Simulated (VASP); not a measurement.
Input of a VASP 6.6.1 run:

INCAR

```
PREC = Accurate ; ENCUT = 520
EDIFF = 1E-7 ; ISMEAR = -1
SIGMA = 0.02 ; LREAL = F
LASPH = T ; NELM = 100
ALGO = Normal ; ISIF = 2
LWAVE = F ; LCHARG = F
GGA = PE ; NBANDS = 26
```

File KPOINTS:

```
Automatic mesh
0
Gamma
  6 6 6
```

POSCAR

```
Ag2ClF
1.0
    1.9433225750      1.1219778118      5.3283099980
   -1.9433225750      1.1219778118      5.3283099980
    0.0000000000     -2.2439556236      5.3283099980
F Cl Ag
1 1 2
Direct
    1.0000000000      0.0000000000      0.0000000000
    0.5000000000      0.5000000000      0.5000000000
    0.2656404833      0.2656404833      0.2656404833
    0.7343595167      0.7343595167      0.7343595167
```

Potentials or basis: VASP PAW PBE potentials, release 64 (F, Cl, Ag).

Run with:

```sh
$ cat potpaw_PBE.64/F/POTCAR potpaw_PBE.64/Cl/POTCAR potpaw_PBE.64/Ag/POTCAR > POTCAR
$ mpirun -np 1 vasp_std > vasp.out
```

Problem. Predict the pressure.

Solution. 2.6 GPa.

Problem. What does it give for the largest force?

Solution. 0.116 eV/Å.

Stress tensor (GPa, compression positive):
```
2.72 0.00 0.00
0.00 2.72 0.00
0.00 0.00 2.26
```
